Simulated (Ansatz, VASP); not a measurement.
LiF in VASP and in Ansatz

Contents of INCAR:

```
SYSTEM = LiF
  PREC = Accurate
  ENCUT = 520
  EDIFF = 1E-7
  ISMEAR = 0
  SIGMA = 0.05
  LREAL = .FALSE.
  LASPH = .TRUE.
  NELM = 100
  ALGO = Normal
  ISIF = 2
  LWAVE = .FALSE.
  LCHARG = .FALSE.
  NBANDS = 18
```

File KPOINTS:

```
Automatic mesh
0
G
  9 9 6
  0 0 0
```

File POSCAR:

```
LiF
1.0
    3.1368210888      0.0000000000      0.0000000000
   -1.5684105444      2.7165667500      0.0000000000
    0.0000000000      0.0000000000      4.4865952033
Li F
2 2
Direct
    0.3333333333      0.6666666667      0.3839784076
    0.6666666667      0.3333333333      0.8839784076
    0.3333333333      0.6666666667      0.9910195924
    0.6666666667      0.3333333333      0.4910195924
```

Input for Ansatz:

```yaml
crystal:
  lattice:
    - [3.1368210888, 0.0, 0.0]
    - [-1.5684105444, 2.71656675, 0.0]
    - [0.0, 0.0, 4.4865952033]
  atoms:
    - { symbol: Li, position: [0.3333333333, 0.6666666667, 0.3839784076] }
    - { symbol: Li, position: [0.6666666667, 0.3333333333, 0.8839784076] }
    - { symbol: F, position: [0.3333333333, 0.6666666667, 0.9910195924] }
    - { symbol: F, position: [0.6666666667, 0.3333333333, 0.4910195924] }
basis:
  ecutwfc: 520.0
kpoints:
  mp_grid: { grid: [9, 9, 6] }
hamiltonian:
  xc: lda
scf:
  occupations: { method: gaussian, width: 0.05 }
output:
  forces: true
  stress: true
  eigenvalues: true
```

Alike in both runs: task single point; functional LDA; k mesh 9 × 9 × 6; occupations gaussian, width 0.05 eV; no spin polarisation.

|  | VASP | Ansatz |
| --- | --- | --- |
| version | VASP 6.6.1 | Ansatz 0.2.0 |
| potentials or method | VASP PAW LDA potentials, release 64 (Li_sv, F), cutoff 520 eV | scalar-relativistic, plane waves, PAW |
| valence electrons in the cell | 20 | 20 |

Ansatz gave:

```
gap on the k mesh at the Fermi level (eV) : 7.58
least direct gap on the mesh (eV)         : 7.58
rms of the force components (eV/Å)        : 0.206
```

Question: Which values does VASP return?

Answer: gap on the k mesh at the Fermi level (eV): 7.57; least direct gap on the mesh (eV): 7.57; rms of the force components (eV/Å): 0.211.

LDA's correlation is that of Perdew and Zunger in VASP and of Perdew and Wang (1992) in Ansatz. Atom by atom the forces differ by 0.005 eV/Å (rms over components).

Noted on VASP's run: the cutoff is under 1.25 times that of the potentials, so the pressure is a little rough.
